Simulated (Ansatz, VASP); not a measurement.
## MgO in VASP and in Ansatz

Contents of INCAR:

```
SYSTEM = MgO
ALGO = Normal
EDIFF = 1E-6
ENCUT = 840
GGA = PE
GGA_COMPAT = .FALSE.
ISIF = 2
ISMEAR = -1
LASPH = .TRUE.
LCHARG = .FALSE.
LREAL = .FALSE.
LWAVE = .FALSE.
NBANDS = 15
NELM = 120
PREC = Accurate
SIGMA = 0.05
```

File KPOINTS:

```
k-points
0
G
  8 8 8
  0 0 0
```

POSCAR

```
MgO
1.0
    0.0000000000      2.1015000000      2.1015000000
    2.1015000000      0.0000000000      2.1015000000
    2.1015000000      2.1015000000      0.0000000000
Mg O
1 1
Direct
    0.0000000000      0.0000000000      0.0000000000
    0.5000000000      0.5000000000      0.5000000000
```

Input for Ansatz:

```yaml
crystal:
  lattice:
    - [0.0, 2.1015, 2.1015]
    - [2.1015, 0.0, 2.1015]
    - [2.1015, 2.1015, 0.0]
  atoms:
    - { symbol: Mg, position: [0.0, 0.0, 0.0] }
    - { symbol: O, position: [0.5, 0.5, 0.5] }
hamiltonian:
  xc: pbe
  pseudopotentials: { kind: paw }
basis:
  ecutwfc: 420
kpoints:
  mp_grid: { grid: [8, 8, 8] }
scf:
  occupations: { method: fermi_dirac, width: 0.05 }
  lower_state_search: "off"
  algorithm: density_mixing
  max_iter: 60
  mixing: { algorithm: anderson, beta: 0.5, globalisation: backtrack }
output:
  forces: true
  stress: true
```

Alike in both runs: task single point; functional PBE; k mesh 8 × 8 × 8; occupations fermi-dirac, width 0.05 eV; no spin polarisation.

```csv
,VASP,Ansatz
version,VASP 6.6.1,Ansatz 0.2.0
potentials or method,"VASP PAW PBE potentials, release 64 (Mg_sv, O), cutoff 840 eV","PAW, plane waves, scalar-relativistic"
valence electrons in the cell,16,16
```

Ansatz gave:

| Property | Result |
| --- | --- |
| pressure (GPa) | 5.8 |

Q: Which values does VASP return?

A: Pressure (GPa): 5.9.
